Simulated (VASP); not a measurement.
Set up this calculation in VASP 6.6.1, as the native input.

* Task: single point
* Functional: LDA
* Potentials or basis: VASP PAW LDA potentials, release 64 (Si, W_sv)
* Cutoff: 520 eV
* k mesh: 20 × 20 × 20
* Occupations: gaussian, width 0.15 eV
* Spin: no spin polarisation
* Dipole correction: no
* Further INCAR settings: ALGO = Normal; EDIFF = 1e-06; NBANDS = 18

The structure of Si2W lies in POSCAR:

```
Si2W
1.0
   -1.4788382031      1.4788382031      4.3282636528
    1.4788382031     -1.4788382031      4.3282636528
    1.4788382031      1.4788382031     -4.3282636528
Si W
2 1
Direct
    0.3346644983      0.3346644983      0.0000000000
    0.6653355017      0.6653355017      0.0000000000
    0.0000000000      0.0000000000      0.0000000000
```

These files were run (other wordings do the same):

INCAR

```
ALGO = Normal
EDIFF = 1E-6
ENCUT = 520
GGA = CA
ISIF = 2
ISMEAR = 0
LASPH = T
LCHARG = T
LELF = T
LREAL = F
LVHAR = T
LWAVE = F
NBANDS = 18
NELM = 80
PREC = Accurate
SIGMA = 0.15
```

KPOINTS

```
k-points
0
Gamma
  20 20 20
```

Potentials or basis: VASP PAW LDA potentials, release 64 (Si, W_sv).

The run is started by

```bash
$ cat potpaw_LDA.64/Si/POTCAR potpaw_LDA.64/W_sv/POTCAR > POTCAR
$ mpirun -np 1 vasp_std > vasp.out
```

It gave:

```json
{"Pressure": "14.6 GPa", "Largest force": "0.014 eV/Å", "Band gap on the k mesh": "zero (bands 11 and 12 overlap by 2.66 eV)"}
```

Caveat: the stress differs along the axes, from -23 to 34 GPa; spin-orbit coupling is left out, which moves the levels of the heavy elements.

Wall time 5.9 min on 1 thread of AMD EPYC 9R45 96-Core Processor (Zen 5), with other jobs on the host, peak memory 0.48 GiB.
